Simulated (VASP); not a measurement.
BiTe:

```xyz
2
Lattice="4.1498 0.0000 0.0000 -2.0749 3.5938 0.0000 0.0000 0.0000 4.4405" Properties=species:S:1:pos:R:3 pbc="T T T"
Bi    0.0000    0.0000    0.0000
Te    2.0749    1.1979    2.2203
```

Base run:

```yaml
Program: VASP 6.6.1
Functional: PBE
Potentials_or_basis: VASP PAW PBE potentials, release 64 (Bi_d, Te)
Cutoff: 500 eV
k_mesh: 10 × 10 × 8
Occupations: gaussian, width 0.05 eV
Spin: no spin polarisation
```

Its results: pressure 0.0 GPa.

The run is repeated on the same cell with these changes: functional from PBE to PBEsol. What comes out?

Pressure -2.6 GPa.

PBEsol binds more tightly than PBE, so the same cell stands under less pressure.

Caveats: the PAW data sets were made with another functional, which shifts forces and pressure a little (some runs).
